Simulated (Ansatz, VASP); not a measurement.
# SnO in VASP and in Ansatz

Contents of INCAR:

```
PREC = Accurate
ENCUT = 600
EDIFF = 1E-6
ISMEAR = -1
SIGMA = 0.01
LREAL = False
LASPH = True
NELM = 120
ALGO = Normal
ISIF = 2
LWAVE = False
LCHARG = False
GGA = PE
NBANDS = 28
GGA_COMPAT = False
```

Contents of KPOINTS:

```
regular mesh
0
Gamma
  8 8 6
```

POSCAR

```
SnO
1.0
    3.7259600000      0.0000000000      0.0000000000
    0.0000000000      3.7259600000      0.0000000000
    0.0000000000      0.0000000000      4.8360000000
Sn O
2 2
Direct
    0.0000000000      0.5000000000      0.2385000000
    0.5000000000      0.0000000000      0.7615000000
    0.0000000000      0.0000000000      0.0000000000
    0.5000000000      0.5000000000      0.0000000000
```

Input for Ansatz:

```yaml
crystal:
  lattice:
    - [3.72596, 0.0, 0.0]
    - [0.0, 3.72596, 0.0]
    - [0.0, 0.0, 4.836]
  atoms:
    - { symbol: Sn, position: [0.0, 0.5, 0.2385] }
    - { symbol: Sn, position: [0.5, 0.0, 0.7615] }
    - { symbol: O, position: [0.0, 0.0, 0.0] }
    - { symbol: O, position: [0.5, 0.5, 0.0] }
kpoints:
  mp_grid: { grid: [8, 8, 6] }
  band_path:
    path:
      - [0.0, 0.0, 0.0]
      - [0.0, 0.5, 0.0]
      - [0.5, 0.5, 0.0]
      - [0.0, 0.0, 0.0]
      - [0.0, 0.0, 0.5]
      - [0.0, 0.5, 0.5]
      - [0.5, 0.5, 0.5]
      - [0.0, 0.0, 0.5]
      - [0.0, 0.5, 0.0]
    npoints: 5
scf:
  occupations: { method: fermi_dirac, width: 0.01 }
hamiltonian:
  xc: pbe
  pseudopotentials: { kind: all_electron, lapw: { basis_error: 0.001 } }
output:
  forces: true
  stress: true
  eigenvalues: true
```

Change from the starting cell: equal xx and yy strain of -2 %.

Alike in both runs: task single point; functional PBE; k mesh 8 × 8 × 6; occupations fermi-dirac, width 0.01 eV; no spin polarisation.

|  | VASP | Ansatz |
| --- | --- | --- |
| version | VASP 6.6.1 | Ansatz 0.2.0 |
| potentials or method | VASP PAW PBE potentials, release 64 (Sn_d, O), cutoff 600 eV | all-electron LAPW, scalar-relativistic |

Ansatz gave:

| Property | Result |
| --- | --- |
| pressure (GPa) | 9.0 |
| traceless stress, the component that is largest in VASP (GPa) | -2.54 |
| rms of the force components (eV/Å) | 0.357 |

**Question.** Which values does VASP return?

**Answer.** Pressure (GPa): 9.3; traceless stress, the component that is largest in VASP (GPa): -2.52; rms of the force components (eV/Å): 0.398.

Atom by atom the forces differ by 0.041 eV/Å (rms over components). Ansatz ran all-electron here, and VASP with PAW potentials.
